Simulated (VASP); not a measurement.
Input of a VASP 6.6.1 run:

The input INCAR:

```
SYSTEM = Hg2Ru
  PREC = Accurate
  ENCUT = 600
  EDIFF = 1E-6
  ISMEAR = 0
  SIGMA = 0.1
  LREAL = .FALSE.
  LASPH = .TRUE.
  NELM = 100
  ALGO = Fast
  ISIF = 3
  LWAVE = .FALSE.
  LCHARG = .FALSE.
  GGA = PE
  IBRION = 2
  NSW = 100
  EDIFFG = -0.01
```

Contents of KPOINTS:

```
Automatic mesh
0
G
  8 8 8
  0 0 0
```

File POSCAR:

```
Hg2Ru
1.0
    0.0000000000      3.9028142629      3.9028142629
    3.9028142629      0.0000000000      3.9028142629
    3.9028142629      3.9028142629      0.0000000000
Hg Ru
4 2
Direct
    0.1250000000      0.1250000000      0.1250000000
    0.6250000000      0.1250000000      0.1250000000
    0.1250000000      0.1250000000      0.6250000000
    0.1250000000      0.6250000000      0.1250000000
    0.5000000000      0.5000000000      0.5000000000
    0.7500000000      0.7500000000      0.7500000000
```

Potentials or basis: VASP PAW PBE potentials, release 64 (Hg, Ru_pv).

Launch:

```console
$ cat potpaw_PBE.64/Hg/POTCAR potpaw_PBE.64/Ru_pv/POTCAR > POTCAR
$ mpirun -np 1 vasp_std > vasp.out
```

Question: What does it give for the relaxed cell?

Answer: a = 5.537 Å, b = 5.537 Å, c = 5.537 Å, α = 60.00°, β = 60.00°, γ = 60.00°.

Question: Predict the space group after relaxing (to 0.05 Å).

Answer: Fd-3m (No. 227).

Question: Estimate the band gap on the k mesh.

Answer: Zero (band 38 reaches 5.04 eV, above the bottom of band 39 at 4.86 eV).

Question: Predict the relaxed volume.

Answer: 20.01 Å³/atom.

The path:
```
step  energy change (eV)  largest force (eV/Å)  pressure (GPa)  volume (Å³)
   1              0.0000                0.0000            1.07       118.90
   2             -0.0005                0.0000           -0.94       121.19
   3             -0.0039                0.0000            0.00       120.07
```

Caveat: spin-orbit coupling is left out, which moves the levels of the heavy elements.
